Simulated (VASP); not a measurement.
Runs of VASP 6.6.1 on CoSi (zincblende type). The structure is that of space group F-43m (No. 216), or close to it. The cells are those of the table. 

```csv
task,cell,cutoff (eV),gap on the mesh (eV),pressure (GPa)
relaxation of cell and atoms,"relaxed to 120 GPa from a = 3.100 Å, angles 60.0°, 2 atoms",600,none,120.1
single point,"a = 3.101 Å, angles 60.0°, 2 atoms",520,none,121.2
relaxation of cell and atoms,"relaxed to 120 GPa from a = 3.017 Å, angles 60.0°, 2 atoms",600,none,120.1
single point,"a = 3.100 Å, angles 60.0°, 2 atoms",520,none,(a)
```

Alike in all rows: level PBE; potentials or basis VASP PAW PBE potentials, release 64 (Co, Si); no spin polarisation; k mesh 14 × 14 × 14; smearing fermi-dirac 0.1 eV.

Question: Fill in the values left out.

Answer: (a) 121.5.

Caveats: the cell is relaxed towards a set pressure, so the enthalpy falls and the energy may rise (some runs).

A gap of «none» marks levels without a gap at the run's occupations.
